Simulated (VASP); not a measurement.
# AgRh4 (Pm-3m) in VASP: single point with PBE

Aim: the single point of AgRh4 with PBE.

Everything below comes from runs of VASP 6.6.1. Logs are shortened: lines on timing, memory, paths and dates and some standing lists are left out, and cuts for length are marked.

**1. The cell of the first run**

The structure is cubic, space group Pm-3m (No. 221). The conventional cell has a = 4.168 Å, b = 4.168 Å, c = 4.168 Å, α = 90.00°, β = 90.00°, γ = 90.00°. Within 2.8 Å of Ag (site symmetry m-3m) lie 6 Rh at 2.08 Å. Within 2.8 Å of Rh (site symmetry 4/mmm) lie 2 Ag at 2.08 Å. Within 3.9 Å of Rh (site symmetry m-3m) lie 12 Rh at 2.95 Å and 8 Ag at 3.61 Å.

**2. Single point, PBE**

Contents of INCAR:

```
PREC = Accurate
ENCUT = 520
EDIFF = 1E-6
ISMEAR = 0
SIGMA = 0.1
LREAL = F
LASPH = T
NELM = 80
ALGO = Fast
ISIF = 2
LWAVE = F
LCHARG = T
GGA = PE
LELF = T
LVHAR = T
NBANDS = 44
```

Contents of KPOINTS:

```
Automatic mesh
0
Gamma
  4 4 4
```

Contents of POSCAR:

```
AgRh4
1.0
    4.1678421100      0.0000000000      0.0000000000
    0.0000000000      4.1678421100      0.0000000000
    0.0000000000      0.0000000000      4.1678421100
Ag Rh
1 4
Direct
    0.5000000000      0.5000000000      0.5000000000
    0.0000000000      0.5000000000      0.5000000000
    0.5000000000      0.0000000000      0.5000000000
    0.5000000000      0.5000000000      0.0000000000
    0.0000000000      0.0000000000      0.0000000000
```

Potentials or basis: VASP PAW PBE potentials, release 64 (Ag, Rh_pv).

Run with:

```console
cat potpaw_PBE.64/Ag/POTCAR potpaw_PBE.64/Rh_pv/POTCAR > POTCAR
mpirun -np 1 vasp_std > vasp.out
```

OUTCAR:

```text
PREC = Accurate
   ENCUT = 520
   EDIFF = 1E-6
   ISMEAR = 0
   LREAL = F
   LASPH = T
   NELM = 80
   ISIF = 2
   GGA = PE

 ion  position               nearest neighbor table
   1  0.500  0.500  0.500-   2 2.08   3 2.08   4 2.08   4 2.08   3 2.08   2 2.08
   2  0.000  0.500  0.500-   1 2.08   1 2.08   4 2.95   5 2.95   4 2.95   5 2.95   3 2.95   5 2.95
                             5 2.95   3 2.95   3 2.95   4 2.95   4 2.95   3 2.95
   3  0.500  0.000  0.500-   1 2.08   1 2.08   4 2.95   5 2.95   4 2.95   5 2.95   2 2.95   2 2.95
                             4 2.95   4 2.95   2 2.95   5 2.95   5 2.95   2 2.95
   4  0.500  0.500  0.000-   1 2.08   1 2.08   3 2.95   5 2.95   2 2.95   2 2.95   3 2.95   3 2.95
                             5 2.95   3 2.95   2 2.95   5 2.95   2 2.95   5 2.95
   5  0.000  0.000  0.000-   2 2.95   3 2.95   4 2.95   2 2.95   3 2.95   2 2.95   4 2.95   2 2.95
                             3 2.95   4 2.95   3 2.95   4 2.95

  LATTYP: Found a simple cubic cell.
 ALAT       =     4.1678421100

  Lattice vectors:

 A1 = (   4.1678421100,   0.0000000000,   0.0000000000)
 A2 = (   0.0000000000,   4.1678421100,   0.0000000000)
 A3 = (   0.0000000000,   0.0000000000,   4.1678421100)

Analysis of symmetry for initial positions (statically):
=====================================================================
 Subroutine PRICEL returns:
 Original cell was already a primitive cell.

 Routine SETGRP: Setting up the symmetry group for a
 simple cubic supercell.

 Subroutine GETGRP returns: Found 48 space group operations
 (whereof 48 operations were pure point group operations)
 out of a pool of 48 trial point group operations.

The static configuration has the point symmetry O_h .

Analysis of symmetry for dynamics (positions and initial velocities):
=====================================================================
 Subroutine PRICEL returns:
 Original cell was already a primitive cell.

 Routine SETGRP: Setting up the symmetry group for a
 simple cubic supercell.

 Subroutine GETGRP returns: Found 48 space group operations
 (whereof 48 operations were pure point group operations)
 out of a pool of 48 trial point group operations.

The dynamic configuration has the point symmetry O_h .

 Subroutine INISYM returns: Found 48 space group operations
 (whereof 48 operations are pure point group operations),
 and found     1 'primitive' translations

----------------------------------------------------------------------------------------

                                     Primitive cell

  volume of cell :      72.3992

  direct lattice vectors                    reciprocal lattice vectors
     4.167842110  0.000000000  0.000000000     0.239932314  0.000000000  0.000000000
     0.000000000  4.167842110  0.000000000     0.000000000  0.239932314  0.000000000
     0.000000000  0.000000000  4.167842110     0.000000000  0.000000000  0.239932314

  length of vectors
     4.167842110  4.167842110  4.167842110     0.239932314  0.239932314  0.239932314

  position of ions in fractional coordinates (direct lattice)
     0.500000000  0.500000000  0.500000000
     0.000000000  0.500000000  0.500000000
     0.500000000  0.000000000  0.500000000
     0.500000000  0.500000000  0.000000000
     0.000000000  0.000000000  0.000000000

  ion indices of the primitive-cell ions
   primitive index   ion index
                 1           1
                 2           2
                 3           3
                 4           4
                 5           5

----------------------------------------------------------------------------------------

 KPOINTS: Automatic mesh

Automatic generation of k-mesh.
 Grid dimensions read from file:
 generate k-points for:    4    4    4

 Generating k-lattice:

  Cartesian coordinates                     Fractional coordinates (reciprocal lattice)
     0.059983078  0.000000000  0.000000000     0.250000000  0.000000000  0.000000000
     0.000000000  0.059983078  0.000000000     0.000000000  0.250000000  0.000000000
     0.000000000  0.000000000  0.059983078     0.000000000  0.000000000  0.250000000

  Length of vectors
     0.059983078  0.059983078  0.059983078

  Shift w.r.t. Gamma in fractional coordinates (k-lattice)
     0.000000000  0.000000000  0.000000000

 Subroutine IBZKPT returns following result:
 ===========================================

 Found     10 irreducible k-points:

 Following reciprocal coordinates:
            Coordinates               Weight
  0.000000  0.000000  0.000000      1.000000
  0.250000  0.000000  0.000000      6.000000
  0.500000  0.000000  0.000000      3.000000
  0.250000  0.250000  0.000000     12.000000
  0.500000  0.250000  0.000000     12.000000
  0.500000  0.500000  0.000000      3.000000
  0.250000  0.250000  0.250000      8.000000
  0.500000  0.250000  0.250000     12.000000
  0.500000  0.500000  0.250000      6.000000
  0.500000  0.500000  0.500000      1.000000
   k-points           NKPTS =     10   k-points in BZ     NKDIM =     10   number of bands    NBANDS=     44
   number of dos      NEDOS =    301   number of ions     NIONS =      5
   total plane-waves  NPLWV =  32768
   dimension x,y,z NGX =    32 NGY =   32 NGZ =   32
   dimension x,y,z NGXF=    64 NGYF=   64 NGZF=   64
   ions per type =               1   4
   NGX,Y,Z   is equivalent  to a cutoff of  12.76, 12.76, 12.76 a.u.
   NGXF,Y,Z  is equivalent  to a cutoff of  25.53, 25.53, 25.53 a.u.
 SYSTEM =  unknown system
   PREC   = accura    normal or accurate (medium, high low for compatibility)
   ISTART =      0    job   : 0-new  1-cont  2-samecut
   ICHARG =      2    charge: 1-file 2-atom 10-const
   ISPIN  =      1    spin polarized calculation?
   LNONCOLLINEAR =      F non collinear calculations
   LSORBIT =      F    spin-orbit coupling
   LASPH  =      T    aspherical Exc in radial PAW
   ENCUT  =  520.0 eV  38.22 Ry    6.18 a.u.   7.75  7.75  7.75*2*pi/ulx,y,z
   NELM   =     80;   NELMIN=  2; NELMDL= -5     # of ELM steps
   EDIFF  = 0.1E-05   stopping-criterion for ELM
   LREAL  =      F    real-space projection
   EDIFFG = 0.1E-04   stopping-criterion for IOM
   NSW    =      0    number of steps for IOM
   IBRION =     -1    ionic relax: 0-MD 1-quasi-New 2-CG
   NFREE  =      0    steps in history (QN), initial steepest desc. (CG)
   ISIF   =      2    stress and relaxation
   ISYM   =      2    0-nonsym 1-usesym 2-fastsym
   POTIM  = 0.5000    time-step for ionic-motion
   TEBEG  =    0.0;   TEEND  =   0.0 temperature during run
   PSTRESS=    0.0 pullay stress
   NELECT =      71.0000    total number of electrons
   NUPDOWN=      -1.0000    fix difference up-down
   EMIN   =  10.00;   EMAX   =-10.00  energy-range for DOS
   EFERMI =   0.00;   METHOD = LEGACY
   ISMEAR =     0;   SIGMA  =   0.10  broadening in eV -4-tet -1-fermi 0-gaus
   EFERMI_NEDOS =   21; number of points for ismear=-14 and -15
   IALGO  =     68    algorithm
   IMIX   =      4    mixing-type and parameters
     AMIX     =   0.40;   BMIX     =  1.00
     AMIX_MAG =   1.60;   BMIX_MAG =  1.00
  volume/ion in A,a.u.               =      14.48        97.71
  Fermi-wavevector in a.u.,A,eV,Ry     =   1.626484  3.073608 35.993517  2.645449
  Thomas-Fermi vector in A             =   2.719435
   LORBIT       =      0    0 simple, 1 ext, 2 COOP (PROOUT), +10 PAW based schemes
   GGA     = PE    functional components
   LHFCALC =     F    Hartree Fock is set to
   AEXX    =    0.0000 exact exchange contribution
   IVDW    =     0    specifies the selected vdW correction
   LEPSILON=     F    determine dielectric tensor
   LRPA    =     F    only Hartree local field effects (RPA)
 non-spin polarized calculation
 RMM-DIIS sequential band-by-band and
 Gauss-broadening in eV      SIGMA  =   0.10
  energy-cutoff  :      520.00
  volume of cell :       72.40
 maximum number of plane-waves:      1956
 NGX is ok and might be reduce to    32
   NGX = 15   NGY = 15   NGZ = 15

 number of electron      71.0000015 magnetization

 Free energy of the ion-electron system (eV)
  ---------------------------------------------------
  ext. energy  EPLUGINS =         0.00000000
  ---------------------------------------------------
  free energy    TOTEN  =       -14.91378330 eV

  energy without entropy =      -14.87201231  energy(sigma->0) =      -14.89289781

 E-fermi :  10.7548     XC(G=0): -13.3859

 val. band max:       10.7532369404   @ k =   0.2500   0.2500   0.2500
 cond. band min:      10.8152931252   @ k =   0.5000   0.2500   0.2500
 fundamental gap:      0.0620561848
 Fermi energy:        10.7548017469

 k-point     1 :       0.0000    0.0000    0.0000
  band No.  band energies     occupation
      1     -35.9964      2.00000
      2     -35.9964      2.00000
      3     -35.9964      2.00000
      4     -35.2290      2.00000
      5     -35.2290      2.00000
      6     -35.2290      2.00000
[... 36 lines left out ...]
     43      21.3436      0.00000
     44      21.3992      0.00000

 k-point     2 :       0.2500    0.0000    0.0000
  band No.  band energies     occupation
      1     -36.0649      2.00000
      2     -35.9940      2.00000
      3     -35.9940      2.00000
      4     -35.2186      2.00000
      5     -35.2186      2.00000
      6     -35.2107      2.00000
[... 36 lines left out ...]
     43      20.3328      0.00000
     44      20.3362      0.00000

 k-point     3 :       0.5000    0.0000    0.0000
  band No.  band energies     occupation
      1     -36.1337      2.00000
      2     -35.9916      2.00000
      3     -35.9916      2.00000
      4     -35.2068      2.00000
      5     -35.2068      2.00000
      6     -35.1818      2.00000
[... 318 lines left out ...]
     43      17.8056      0.00000
     44      17.8058      0.00000

 k-point    10 :       0.5000    0.5000    0.5000
  band No.  band energies     occupation
      1     -36.2432      2.00000
      2     -36.0778      2.00000
      3     -36.0778      2.00000
      4     -35.3167      2.00000
      5     -35.3167      2.00000
      6     -35.3167      2.00000
[... 36 lines left out ...]
     43      16.1283      0.00000
     44      16.1283      0.00000

------------------------ aborting loop because EDIFF is reached ----------------------------------------

  FORCE on cell =-STRESS in cart. coord.  units (eV):
  Direction    XX          YY          ZZ          XY          YZ          ZX
  --------------------------------------------------------------------------------------
  -------------------------------------------------------------------------------------
  Total       40.4909999     40.4909999     40.4909999     -0.0000000      0.0000000      0.0000000
  in kB      896.0563235    896.0563235    896.0563235     -0.0000000      0.0000000      0.0000000
  external PRESSURE =     896.0563235 kB  Pullay stress =       0.0000000 kB

 VOLUME and BASIS-vectors are now :
 -----------------------------------------------------------------------------
  energy-cutoff  :      520.00
  volume of cell :       72.40
      direct lattice vectors                 reciprocal lattice vectors
     4.167842110  0.000000000  0.000000000     0.239932314  0.000000000  0.000000000
     0.000000000  4.167842110  0.000000000     0.000000000  0.239932314  0.000000000
     0.000000000  0.000000000  4.167842110     0.000000000  0.000000000  0.239932314

 POSITION                                       TOTAL-FORCE (eV/Angst)
 -----------------------------------------------------------------------------------
      2.08392      2.08392      2.08392         0.000000      0.000000      0.000000
      0.00000      2.08392      2.08392         0.000000      0.000000      0.000000
      2.08392      0.00000      2.08392         0.000000      0.000000      0.000000
      2.08392      2.08392      0.00000         0.000000      0.000000      0.000000
      0.00000      0.00000      0.00000         0.000000      0.000000      0.000000
 -----------------------------------------------------------------------------------
    total drift:                                0.000000     -0.000000     -0.000000

  FREE ENERGIE OF THE ION-ELECTRON SYSTEM (eV)
  ---------------------------------------------------
  free  energy   TOTEN  =       -14.9137833037 eV

  energy  without entropy=      -14.8720123133  energy(sigma->0) =      -14.89289781
```

Wall time 40 s (1 thread of Intel Xeon Platinum 8488C (Sapphire Rapids), shared host); peak memory 0.18 GiB.

What came out:

* Free energy: -14.9138 eV
* Pressure: 89.6 GPa

Caveat: the k points lie up to 0.38 Å⁻¹ apart.
